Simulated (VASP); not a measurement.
# ScW (F-43m) in VASP: single point with PBE

Aim: the single point of ScW with PBE.

Everything below comes from runs of VASP 6.6.1. Logs are shortened: lines on timing, memory, paths and dates and some standing lists are left out, and cuts for length are marked.

## 1. The cell of the first run

It takes space group F-43m (No. 216, cubic). Conventional cell: a = 6.101 Å, b = 6.101 Å, c = 6.101 Å, α = 90.00°, β = 90.00°, γ = 90.00°. Within 3.5 Å of Sc (site symmetry -43m) lie 4 W at 2.64 Å. Within 3.5 Å of W (site symmetry -43m) lie 4 Sc at 2.64 Å.

The cell was generated, and may not be a known phase.

## 2. Single point, PBE

Input file INCAR:

```
ALGO = Normal ; EDIFF = 1E-6
ENCUT = 500 ; GGA = PE
GGA_COMPAT = False ; ISIF = 2
ISMEAR = 0 ; LASPH = True
LCHARG = False ; LREAL = False
LWAVE = False ; NBANDS = 20
NELM = 120 ; PREC = Accurate
SIGMA = 0.2
```

Input file KPOINTS:

```
k-points
0
Gamma
  6 6 6
```

Input file POSCAR:

```
ScW
1.0
    0.0000000000      3.0504347371      3.0504347371
    3.0504347371      0.0000000000      3.0504347371
    3.0504347371      3.0504347371      0.0000000000
Sc W
1 1
Direct
    0.0000000000      0.0000000000      0.0000000000
    0.7500000000      0.7500000000      0.7500000000
```

Potentials or basis: VASP PAW PBE potentials, release 64 (Sc_sv, W_sv).

The run is started by

```
$ cat potpaw_PBE.64/Sc_sv/POTCAR potpaw_PBE.64/W_sv/POTCAR > POTCAR
$ mpirun -np 1 vasp_std > vasp.out
```

OUTCAR:

```text
EDIFF = 1E-6
   ENCUT = 500
   GGA = PE
   ISIF = 2
   ISMEAR = 0
   LASPH = True
   LREAL = False
   NELM = 120
   PREC = Accurate

 ion  position               nearest neighbor table
   1  0.000  0.000  0.000-   2 2.64   2 2.64   2 2.64   2 2.64
   2  0.750  0.750  0.750-   1 2.64   1 2.64   1 2.64   1 2.64

  LATTYP: Found a face centered cubic cell.
 ALAT       =     6.1008694742

  Lattice vectors:

 A1 = (   0.0000000000,   3.0504347371,   3.0504347371)
 A2 = (   3.0504347371,   0.0000000000,   3.0504347371)
 A3 = (   3.0504347371,   3.0504347371,   0.0000000000)

Analysis of symmetry for initial positions (statically):
=====================================================================
 Subroutine PRICEL returns:
 Original cell was already a primitive cell.

 Routine SETGRP: Setting up the symmetry group for a
 face centered cubic supercell.

 Subroutine GETGRP returns: Found 24 space group operations
 (whereof 24 operations were pure point group operations)
 out of a pool of 48 trial point group operations.

The static configuration has the point symmetry T_d .

Analysis of symmetry for dynamics (positions and initial velocities):
=====================================================================
 Subroutine PRICEL returns:
 Original cell was already a primitive cell.

 Routine SETGRP: Setting up the symmetry group for a
 face centered cubic supercell.

 Subroutine GETGRP returns: Found 24 space group operations
 (whereof 24 operations were pure point group operations)
 out of a pool of 48 trial point group operations.

The dynamic configuration has the point symmetry T_d .

 Subroutine INISYM returns: Found 24 space group operations
 (whereof 24 operations are pure point group operations),
 and found     1 'primitive' translations

----------------------------------------------------------------------------------------

                                     Primitive cell

  volume of cell :      56.7695

  direct lattice vectors                    reciprocal lattice vectors
     0.000000000  3.050434737  3.050434737    -0.163911063  0.163911063  0.163911063
     3.050434737  0.000000000  3.050434737     0.163911063 -0.163911063  0.163911063
     3.050434737  3.050434737  0.000000000     0.163911063  0.163911063 -0.163911063

  length of vectors
     4.313966176  4.313966176  4.313966176     0.283902289  0.283902289  0.283902289

  position of ions in fractional coordinates (direct lattice)
     0.000000000  0.000000000  0.000000000
     0.750000000  0.750000000  0.750000000

  ion indices of the primitive-cell ions
   primitive index   ion index
                 1           1
                 2           2

----------------------------------------------------------------------------------------

 KPOINTS: k-points

Automatic generation of k-mesh.
 Grid dimensions read from file:
 generate k-points for:    6    6    6

 Generating k-lattice:

  Cartesian coordinates                     Fractional coordinates (reciprocal lattice)
    -0.027318510  0.027318510  0.027318510     0.166666667  0.000000000  0.000000000
     0.027318510 -0.027318510  0.027318510     0.000000000  0.166666667  0.000000000
     0.027318510  0.027318510 -0.027318510     0.000000000  0.000000000  0.166666667

  Length of vectors
     0.047317048  0.047317048  0.047317048

  Shift w.r.t. Gamma in fractional coordinates (k-lattice)
     0.000000000  0.000000000  0.000000000

 Subroutine IBZKPT returns following result:
 ===========================================

 Found     16 irreducible k-points:

 Following reciprocal coordinates:
            Coordinates               Weight
  0.000000  0.000000  0.000000      1.000000
  0.166667  0.000000  0.000000      8.000000
  0.333333  0.000000  0.000000      8.000000
  0.500000  0.000000  0.000000      4.000000
  0.166667  0.166667  0.000000      6.000000
  0.333333  0.166667  0.000000     24.000000
[... 8 lines left out ...]
 -0.333333  0.333333  0.166667     24.000000
 -0.333333  0.500000  0.166667     12.000000
   k-points           NKPTS =     16   k-points in BZ     NKDIM =     16   number of bands    NBANDS=     20
   number of dos      NEDOS =    301   number of ions     NIONS =      2
   total plane-waves  NPLWV =  32768
   dimension x,y,z NGX =    32 NGY =   32 NGZ =   32
   dimension x,y,z NGXF=    64 NGYF=   64 NGZF=   64
   ions per type =               1   1
   NGX,Y,Z   is equivalent  to a cutoff of  12.33, 12.33, 12.33 a.u.
   NGXF,Y,Z  is equivalent  to a cutoff of  24.66, 24.66, 24.66 a.u.
 SYSTEM =  unknown system
   PREC   = accura    normal or accurate (medium, high low for compatibility)
   ISTART =      0    job   : 0-new  1-cont  2-samecut
   ICHARG =      2    charge: 1-file 2-atom 10-const
   ISPIN  =      1    spin polarized calculation?
   LNONCOLLINEAR =      F non collinear calculations
   LSORBIT =      F    spin-orbit coupling
   LASPH  =      T    aspherical Exc in radial PAW
   ENCUT  =  500.0 eV  36.75 Ry    6.06 a.u.   7.87  7.87  7.87*2*pi/ulx,y,z
   NELM   =    120;   NELMIN=  2; NELMDL= -5     # of ELM steps
   EDIFF  = 0.1E-05   stopping-criterion for ELM
   LREAL  =      F    real-space projection
   EDIFFG = 0.1E-04   stopping-criterion for IOM
   NSW    =      0    number of steps for IOM
   IBRION =     -1    ionic relax: 0-MD 1-quasi-New 2-CG
   NFREE  =      0    steps in history (QN), initial steepest desc. (CG)
   ISIF   =      2    stress and relaxation
   ISYM   =      2    0-nonsym 1-usesym 2-fastsym
   POTIM  = 0.5000    time-step for ionic-motion
   TEBEG  =    0.0;   TEEND  =   0.0 temperature during run
   PSTRESS=    0.0 pullay stress
   NELECT =      25.0000    total number of electrons
   NUPDOWN=      -1.0000    fix difference up-down
   EMIN   =  10.00;   EMAX   =-10.00  energy-range for DOS
   EFERMI =   0.00;   METHOD = LEGACY
   ISMEAR =     0;   SIGMA  =   0.20  broadening in eV -4-tet -1-fermi 0-gaus
   EFERMI_NEDOS =   21; number of points for ismear=-14 and -15
   IALGO  =     38    algorithm
   IMIX   =      4    mixing-type and parameters
     AMIX     =   0.40;   BMIX     =  1.00
     AMIX_MAG =   1.60;   BMIX_MAG =  1.00
  volume/ion in A,a.u.               =      28.38       191.55
  Fermi-wavevector in a.u.,A,eV,Ry     =   1.245517  2.353686 21.106899  1.551313
  Thomas-Fermi vector in A             =   2.379736
   LORBIT       =      0    0 simple, 1 ext, 2 COOP (PROOUT), +10 PAW based schemes
   GGA     = PE    functional components
   LHFCALC =     F    Hartree Fock is set to
   AEXX    =    0.0000 exact exchange contribution
   IVDW    =     0    specifies the selected vdW correction
   LEPSILON=     F    determine dielectric tensor
   LRPA    =     F    only Hartree local field effects (RPA)
 non-spin polarized calculation
 Gauss-broadening in eV      SIGMA  =   0.20
  energy-cutoff  :      500.00
  volume of cell :       56.77
 maximum number of plane-waves:      1459
   NGX = 15   NGY = 15   NGZ = 15

 number of electron      24.9999996 magnetization

 Free energy of the ion-electron system (eV)
  ---------------------------------------------------
  ext. energy  EPLUGINS =         0.00000000
  ---------------------------------------------------
  free energy    TOTEN  =       -12.96296462 eV

  energy without entropy =      -12.79458410  energy(sigma->0) =      -12.87877436

 E-fermi :   3.0564     XC(G=0):  -9.5894

 val. band max:        3.0483904638   @ k =   0.3333   0.3333   0.0000
 cond. band min:       3.0576203731   @ k =   0.5000   0.3333   0.0000
 fundamental gap:      0.0092299093
 Fermi energy:         3.0563927278

 k-point     1 :       0.0000    0.0000    0.0000
  band No.  band energies     occupation
      1     -70.1793      2.00000
      2     -45.3551      2.00000
      3     -34.4454      2.00000
      4     -34.4454      2.00000
      5     -34.4454      2.00000
      6     -24.0721      2.00000
[... 12 lines left out ...]
     19       8.0188      0.00000
     20      12.9675      0.00000

 k-point     2 :       0.1667    0.0000    0.0000
  band No.  band energies     occupation
      1     -70.1791      2.00000
      2     -45.3561      2.00000
      3     -34.4464      2.00000
      4     -34.4464      2.00000
      5     -34.4448      2.00000
      6     -24.0754      2.00000
[... 12 lines left out ...]
     19       7.9608      0.00000
     20      11.6295      0.00000

 k-point     3 :       0.3333    0.0000    0.0000
  band No.  band energies     occupation
      1     -70.1790      2.00000
      2     -45.3580      2.00000
      3     -34.4483      2.00000
      4     -34.4483      2.00000
      5     -34.4436      2.00000
      6     -24.0819      2.00000
[... 12 lines left out ...]
     19       7.7178      0.00000
     20       9.0529      0.00000

 k-point     4 :       0.5000    0.0000    0.0000
  band No.  band energies     occupation
      1     -70.1789      2.00000
      2     -45.3590      2.00000
      3     -34.4493      2.00000
      4     -34.4493      2.00000
      5     -34.4430      2.00000
      6     -24.0851      2.00000
[... 12 lines left out ...]
     19       7.4229      0.00000
     20       7.8407      0.00000

 k-point     5 :       0.1667    0.1667    0.0000
  band No.  band energies     occupation
      1     -70.1791      2.00000
      2     -45.3564      2.00000
      3     -34.4476      2.00000
      4     -34.4476      2.00000
      5     -34.4427      2.00000
      6     -24.0793      2.00000
[... 12 lines left out ...]
     19       8.1553      0.00000
     20      12.2471      0.00000

 k-point     6 :       0.3333    0.1667    0.0000
  band No.  band energies     occupation
      1     -70.1790      2.00000
      2     -45.3580      2.00000
      3     -34.4506      2.00000
      4     -34.4497      2.00000
      5     -34.4399      2.00000
      6     -24.0854      2.00000
[... 12 lines left out ...]
     19       8.0933      0.00000
     20       9.7269      0.00000

 k-point     7 :       0.5000    0.1667    0.0000
  band No.  band energies     occupation
      1     -70.1789      2.00000
      2     -45.3593      2.00000
      3     -34.4539      2.00000
      4     -34.4505      2.00000
      5     -34.4376      2.00000
      6     -24.0879      2.00000
[... 12 lines left out ...]
     19       7.5811      0.00000
     20       8.0109      0.00000

 k-point     8 :      -0.3333    0.1667    0.0000
  band No.  band energies     occupation
      1     -70.1789      2.00000
      2     -45.3589      2.00000
      3     -34.4540      2.00000
      4     -34.4493      2.00000
      5     -34.4382      2.00000
      6     -24.0859      2.00000
[... 12 lines left out ...]
     19       7.9767      0.00000
     20       8.4483      0.00000

 k-point     9 :      -0.1667    0.1667    0.0000
  band No.  band energies     occupation
      1     -70.1790      2.00000
      2     -45.3573      2.00000
      3     -34.4504      2.00000
      4     -34.4472      2.00000
      5     -34.4417      2.00000
      6     -24.0806      2.00000
[... 12 lines left out ...]
     19       8.1390      0.00000
     20      10.5378      0.00000

 k-point    10 :       0.3333    0.3333    0.0000
  band No.  band energies     occupation
      1     -70.1789      2.00000
      2     -45.3589      2.00000
      3     -34.4521      2.00000
      4     -34.4521      2.00000
      5     -34.4373      2.00000
      6     -24.0936      2.00000
[... 12 lines left out ...]
     19       8.1228      0.00000
     20       9.6457      0.00000

 k-point    11 :       0.5000    0.3333    0.0000
  band No.  band energies     occupation
      1     -70.1788      2.00000
      2     -45.3599      2.00000
      3     -34.4554      2.00000
      4     -34.4531      2.00000
      5     -34.4344      2.00000
      6     -24.0960      2.00000
[... 12 lines left out ...]
     19       7.8521      0.00000
     20       8.1626      0.00000

 k-point    12 :      -0.3333    0.3333    0.0000
  band No.  band energies     occupation
      1     -70.1788      2.00000
      2     -45.3599      2.00000
      3     -34.4574      2.00000
      4     -34.4517      2.00000
      5     -34.4337      2.00000
      6     -24.0916      2.00000
[... 12 lines left out ...]
     19       7.9737      0.00000
     20       8.0340      0.00000

 k-point    13 :       0.5000    0.5000    0.0000
  band No.  band energies     occupation
      1     -70.1788      2.00000
      2     -45.3602      2.00000
      3     -34.4543      2.00000
      4     -34.4543      2.00000
      5     -34.4346      2.00000
      6     -24.1006      2.00000
[... 12 lines left out ...]
     19       7.6814      0.00000
     20       7.6814      0.00000

 k-point    14 :       0.5000    0.3333    0.1667
  band No.  band energies     occupation
      1     -70.1789      2.00000
      2     -45.3593      2.00000
      3     -34.4549      2.00000
      4     -34.4513      2.00000
      5     -34.4358      2.00000
      6     -24.0902      2.00000
[... 12 lines left out ...]
     19       8.0665      0.00000
     20       8.8191      0.00000

 k-point    15 :      -0.3333    0.3333    0.1667
  band No.  band energies     occupation
      1     -70.1788      2.00000
      2     -45.3599      2.00000
      3     -34.4568      2.00000
      4     -34.4525      2.00000
      5     -34.4336      2.00000
      6     -24.0914      2.00000
[... 12 lines left out ...]
     19       7.7027      0.00000
     20       7.9563      0.00000

 k-point    16 :      -0.3333    0.5000    0.1667
  band No.  band energies     occupation
      1     -70.1788      2.00000
      2     -45.3602      2.00000
      3     -34.4564      2.00000
      4     -34.4543      2.00000
      5     -34.4326      2.00000
      6     -24.0956      2.00000
[... 12 lines left out ...]
     19       7.6487      0.00000
     20       7.7282      0.00000

------------------------ aborting loop because EDIFF is reached ----------------------------------------

  FORCE on cell =-STRESS in cart. coord.  units (eV):
  Direction    XX          YY          ZZ          XY          YZ          ZX
  --------------------------------------------------------------------------------------
  -------------------------------------------------------------------------------------
  Total        0.2200155      0.2200155      0.2200155      0.0000000      0.0000000     -0.0000000
  in kB        6.2093869      6.2093869      6.2093869      0.0000000      0.0000000     -0.0000000
  external PRESSURE =       6.2093869 kB  Pullay stress =       0.0000000 kB

 VOLUME and BASIS-vectors are now :
 -----------------------------------------------------------------------------
  energy-cutoff  :      500.00
  volume of cell :       56.77
      direct lattice vectors                 reciprocal lattice vectors
     0.000000000  3.050434737  3.050434737    -0.163911063  0.163911063  0.163911063
     3.050434737  0.000000000  3.050434737     0.163911063 -0.163911063  0.163911063
     3.050434737  3.050434737  0.000000000     0.163911063  0.163911063 -0.163911063

 POSITION                                       TOTAL-FORCE (eV/Angst)
 -----------------------------------------------------------------------------------
      0.00000      0.00000      0.00000        -0.000000      0.000000      0.000000
      4.57565      4.57565      4.57565         0.000000     -0.000000     -0.000000
 -----------------------------------------------------------------------------------
    total drift:                                0.000000      0.000000      0.000000

  FREE ENERGIE OF THE ION-ELECTRON SYSTEM (eV)
  ---------------------------------------------------
  free  energy   TOTEN  =       -12.9629646205 eV

  energy  without entropy=      -12.7945841050  energy(sigma->0) =      -12.87877436
```

Run time: 19 s. Hardware: 1 thread of Intel Xeon 8259CL, shared host; peak memory 0.18 GiB.

Results:

* Free energy: -12.9630 eV
* Pressure: 0.6 GPa
* Band gap on the k mesh: zero (an odd number of electrons rules out a gap without spin polarisation)

Caveat: spin-orbit coupling is left out, which moves the levels of the heavy elements.
